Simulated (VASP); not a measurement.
# TiO2 (I4_1/amd) in VASP: a series of runs, part 2 of 2

VASP 6.6.1. Earlier steps stand in the parts before.

### 4 Single point, PBEsol

Input file INCAR:

```
ALGO = Normal ; EDIFF = 1E-6
ENCUT = 520 ; GGA = PS
ISIF = 2 ; ISMEAR = 0
LASPH = True ; LCHARG = False
LREAL = False ; LWAVE = False
NBANDS = 33 ; NELM = 60
PREC = Accurate ; SIGMA = 0.02
```

Input file KPOINTS:

```
k-points
0
Gamma
  10 10 10
```

Input file POSCAR:

```
TiO2
1.0
   -1.8853345215      1.8853345215      4.7731676856
    1.8853345215     -1.8853345215      4.7731676856
    1.8853345215      1.8853345215     -4.7731676856
Ti O
2 4
Direct
    0.0000000000      0.0000000000      0.0000000000
    0.7500000000      0.2500000000      0.5000000000
    0.2076196664      0.2076196664      0.0000000000
    0.9576196664      0.4576196664      0.5000000000
    0.5423803336      0.0423803336      0.5000000000
    0.7923803336      0.7923803336      0.0000000000
```

Potentials or basis: VASP PAW PBE potentials, release 64 (Ti_sv, O).

The run is started by

```bash
$ cat potpaw_PBE.64/Ti_sv/POTCAR potpaw_PBE.64/O/POTCAR > POTCAR
$ mpirun -np 1 vasp_std > vasp.out
```

OUTCAR:

```text
EDIFF = 1E-6
   ENCUT = 520
   GGA = PS
   ISIF = 2
   ISMEAR = 0
   LASPH = True
   LREAL = False
   NELM = 60
   PREC = Accurate

 ion  position               nearest neighbor table
   1  0.000  0.000  0.000-   5 1.93   4 1.93   5 1.93   4 1.93   3 1.98   6 1.98
   2  0.750  0.250  0.500-   6 1.93   3 1.93   6 1.93   3 1.93   4 1.98   5 1.98
   3  0.208  0.208  0.000-   2 1.93   2 1.93   1 1.98
   4  0.958  0.458  0.500-   1 1.93   1 1.93   2 1.98
   5  0.542  0.042  0.500-   1 1.93   1 1.93   2 1.98
   6  0.792  0.792  0.000-   2 1.93   2 1.93   1 1.98

  LATTYP: Found a body centered tetragonal cell.
 ALAT       =     3.7706690430
 C/A-ratio  =     2.5317351542

  Lattice vectors:

 A1 = (  -1.8853345215,   1.8853345215,   4.7731676856)
 A2 = (   1.8853345215,  -1.8853345215,   4.7731676856)
 A3 = (   1.8853345215,   1.8853345215,  -4.7731676856)

Analysis of symmetry for initial positions (statically):
=====================================================================
 Subroutine PRICEL returns:
 Original cell was already a primitive cell.

 Routine SETGRP: Setting up the symmetry group for a
 body centered tetragonal supercell.

 Subroutine GETGRP returns: Found 16 space group operations
 (whereof  8 operations were pure point group operations)
 out of a pool of 16 trial point group operations.

The static configuration has the point symmetry D_2d.
 The point group associated with its full space group is D_4h.

Analysis of symmetry for dynamics (positions and initial velocities):
=====================================================================
 Subroutine PRICEL returns:
 Original cell was already a primitive cell.

 Routine SETGRP: Setting up the symmetry group for a
 body centered tetragonal supercell.

 Subroutine GETGRP returns: Found 16 space group operations
 (whereof  8 operations were pure point group operations)
 out of a pool of 16 trial point group operations.

The dynamic configuration has the point symmetry D_2d.
 The point group associated with its full space group is D_4h.

 Subroutine INISYM returns: Found 16 space group operations
 (whereof  8 operations are pure point group operations),
 and found     1 'primitive' translations

----------------------------------------------------------------------------------------

                                     Primitive cell

  volume of cell :      67.8646

  direct lattice vectors                    reciprocal lattice vectors
    -1.885334521  1.885334521  4.773167686     0.000000000  0.265204925  0.104752239
     1.885334521 -1.885334521  4.773167686     0.265204925  0.000000000  0.104752239
     1.885334521  1.885334521 -4.773167686     0.265204925  0.265204925  0.000000000

  length of vectors
     5.467367033  5.467367033  5.467367033     0.285143269  0.285143269  0.375056401

  position of ions in fractional coordinates (direct lattice)
     0.000000000  0.000000000  0.000000000
     0.750000000  0.250000000  0.500000000
     0.207619666  0.207619666  0.000000000
     0.957619666  0.457619666  0.500000000
     0.542380334  0.042380334  0.500000000
     0.792380334  0.792380334  0.000000000

  ion indices of the primitive-cell ions
   primitive index   ion index
                 1           1
                 2           2
                 3           3
                 4           4
                 5           5
                 6           6

----------------------------------------------------------------------------------------

 KPOINTS: k-points

Automatic generation of k-mesh.
 Grid dimensions read from file:
 generate k-points for:   10   10   10

 Generating k-lattice:

  Cartesian coordinates                     Fractional coordinates (reciprocal lattice)
     0.000000000  0.026520492  0.010475224     0.100000000  0.000000000 -0.000000000
     0.026520492  0.000000000  0.010475224     0.000000000  0.100000000 -0.000000000
     0.026520492  0.026520492  0.000000000     0.000000000  0.000000000  0.100000000

  Length of vectors
     0.028514327  0.028514327  0.037505640

  Shift w.r.t. Gamma in fractional coordinates (k-lattice)
     0.000000000  0.000000000  0.000000000

 Subroutine IBZKPT returns following result:
 ===========================================

 Found    102 irreducible k-points:

 Following reciprocal coordinates:
            Coordinates               Weight
  0.000000  0.000000  0.000000      1.000000
  0.100000  0.000000 -0.000000      8.000000
  0.200000  0.000000 -0.000000      8.000000
  0.300000  0.000000 -0.000000      8.000000
  0.400000  0.000000 -0.000000      8.000000
  0.500000  0.000000 -0.000000      4.000000
[... 16 lines left out ...]
  0.300000  0.300000  0.000000      8.000000
  0.400000  0.300000 -0.000000     16.000000
 [... further k-points ...]
   k-points           NKPTS =    102   k-points in BZ     NKDIM =    102   number of bands    NBANDS=     33
   number of dos      NEDOS =    301   number of ions     NIONS =      6
   total plane-waves  NPLWV =  74088
   dimension x,y,z NGX =    42 NGY =   42 NGZ =   42
   dimension x,y,z NGXF=    84 NGYF=   84 NGZF=   84
   ions per type =               2   4
   NGX,Y,Z   is equivalent  to a cutoff of  12.77, 12.77, 12.77 a.u.
   NGXF,Y,Z  is equivalent  to a cutoff of  25.54, 25.54, 25.54 a.u.
 SYSTEM =  unknown system
   PREC   = accura    normal or accurate (medium, high low for compatibility)
   ISTART =      0    job   : 0-new  1-cont  2-samecut
   ICHARG =      2    charge: 1-file 2-atom 10-const
   ISPIN  =      1    spin polarized calculation?
   LNONCOLLINEAR =      F non collinear calculations
   LSORBIT =      F    spin-orbit coupling
   LASPH  =      T    aspherical Exc in radial PAW
   ENCUT  =  520.0 eV  38.22 Ry    6.18 a.u.  10.17 10.17 10.17*2*pi/ulx,y,z
   NELM   =     60;   NELMIN=  2; NELMDL= -5     # of ELM steps
   EDIFF  = 0.1E-05   stopping-criterion for ELM
   LREAL  =      F    real-space projection
[... 7 lines left out ...]
   TEBEG  =    0.0;   TEEND  =   0.0 temperature during run
   PSTRESS=    0.0 pullay stress
   NELECT =      48.0000    total number of electrons
   NUPDOWN=      -1.0000    fix difference up-down
   EMIN   =  10.00;   EMAX   =-10.00  energy-range for DOS
   EFERMI =   0.00;   METHOD = LEGACY
   ISMEAR =     0;   SIGMA  =   0.02  broadening in eV -4-tet -1-fermi 0-gaus
   EFERMI_NEDOS =   21; number of points for ismear=-14 and -15
   IALGO  =     38    algorithm
   IMIX   =      4    mixing-type and parameters
     AMIX     =   0.40;   BMIX     =  1.00
     AMIX_MAG =   1.60;   BMIX_MAG =  1.00
  volume/ion in A,a.u.               =      11.31        76.33
  Fermi-wavevector in a.u.,A,eV,Ry     =   1.458615  2.756383 28.947188  2.127558
  Thomas-Fermi vector in A             =   2.575279
   LORBIT       =      0    0 simple, 1 ext, 2 COOP (PROOUT), +10 PAW based schemes
   GGA     = PS    functional components
   LHFCALC =     F    Hartree Fock is set to
   AEXX    =    0.0000 exact exchange contribution
   IVDW    =     0    specifies the selected vdW correction
   LEPSILON=     F    determine dielectric tensor
   LRPA    =     F    only Hartree local field effects (RPA)
 non-spin polarized calculation
 Gauss-broadening in eV      SIGMA  =   0.02
  energy-cutoff  :      520.00
  volume of cell :       67.86
 maximum number of plane-waves:      1850
 NGX is ok and might be reduce to    42
   NGX = 21   NGY = 21   NGZ = 21

 number of electron      47.9999992 magnetization

 Free energy of the ion-electron system (eV)
  ---------------------------------------------------
  ext. energy  EPLUGINS =         0.00000000
  ---------------------------------------------------
  free energy    TOTEN  =       -56.21748401 eV

  energy without entropy =      -56.21748401  energy(sigma->0) =      -56.21748401

 E-fermi :   3.3927     XC(G=0): -11.0366

 val. band max:        3.3077953167   @ k =  -0.4000   0.4000   0.0000
 cond. band min:       5.4014088744   @ k =   0.0000   0.0000   0.0000
 fundamental gap:      2.0936135577
 Fermi energy:         3.3927025857

 k-point     1 :       0.0000    0.0000    0.0000
  band No.  band energies     occupation
      1     -52.7911      2.00000
      2     -52.7285      2.00000
      3     -29.3836      2.00000
      4     -29.1346      2.00000
      5     -29.1346      2.00000
      6     -29.0612      2.00000
[... 853 lines left out ...]
     32       9.8837      0.00000
     33      10.7817      0.00000

 [... further k-points ...]
[... 5 lines left out ...]
  --------------------------------------------------------------------------------------
  -------------------------------------------------------------------------------------
  Total        0.2773206      0.2773206      0.3322856      0.0000000      0.0000000      0.0000000
  in kB        6.5471027      6.5471027      7.8447404      0.0000000      0.0000000      0.0000000
  external PRESSURE =       6.9796486 kB  Pullay stress =       0.0000000 kB

 VOLUME and BASIS-vectors are now :
 -----------------------------------------------------------------------------
  energy-cutoff  :      520.00
  volume of cell :       67.86
      direct lattice vectors                 reciprocal lattice vectors
    -1.885334521  1.885334521  4.773167686     0.000000000  0.265204925  0.104752239
     1.885334521 -1.885334521  4.773167686     0.265204925  0.000000000  0.104752239
     1.885334521  1.885334521 -4.773167686     0.265204925  0.265204925  0.000000000

 POSITION                                       TOTAL-FORCE (eV/Angst)
 -----------------------------------------------------------------------------------
      0.00000      0.00000      0.00000         0.000000      0.000000     -0.000000
      0.00000      1.88533      2.38658         0.000000      0.000000     -0.000000
      0.00000      0.00000      1.98201         0.000000     -0.000000      0.016961
      0.00000      1.88533      4.36859        -0.000000      0.000000      0.016961
      0.00000      1.88533      0.40458        -0.000000      0.000000     -0.016961
      0.00000      0.00000      7.56433         0.000000     -0.000000     -0.016961
 -----------------------------------------------------------------------------------
    total drift:                               -0.000000      0.000000     -0.000000

  FREE ENERGIE OF THE ION-ELECTRON SYSTEM (eV)
  ---------------------------------------------------
  free  energy   TOTEN  =       -56.2174840088 eV

  energy  without entropy=      -56.2174840088  energy(sigma->0) =      -56.21748401
```

Wall time 18 min (1 thread of AMD EPYC 7R13, shared host); peak memory 0.34 GiB.

Results:

| Item | Value |
| --- | --- |
| Free energy | -56.2175 eV |
| Pressure | 0.7 GPa |
| Largest force | 0.017 eV/Å |
| Band gap on the k mesh | 2.09 eV, indirect (least direct gap 2.42 eV) |

Forces on the atoms (eV/Å):
```
Ti   0.000  0.000  0.000
Ti   0.000  0.000  0.000
O    0.000  0.000  0.017
O    0.000  0.000  0.017
O    0.000  0.000 -0.017
O    0.000  0.000 -0.017
```

Levels at points of the mesh, in eV from the valence-band top:
```csv
k point,band 20,band 21,band 22,band 23,band 24,band 25,band 26,band 27,band 28,band 29
"(0.00, 0.00, 0.00)",-0.78,-0.77,-0.77,-0.46,-0.46,2.09,2.85,4.04,4.04,4.06
"(0.50, 0.00, 0.00)",-2.00,-1.98,-0.96,-0.83,-0.64,3.25,3.58,3.58,3.67,4.34
"(0.50, 0.50, 0.00)",-2.67,-2.09,-2.09,-0.04,-0.04,3.34,3.34,3.84,3.84,4.96
"(0.50, 0.50, 0.50)",-1.36,-1.26,-1.26,-0.10,-0.10,2.46,2.46,3.80,3.80,4.31
```

Caveat: the PAW data sets were made with another functional, which shifts forces and pressure a little. As with any semilocal functional, this PBEsol gap is likely too small.
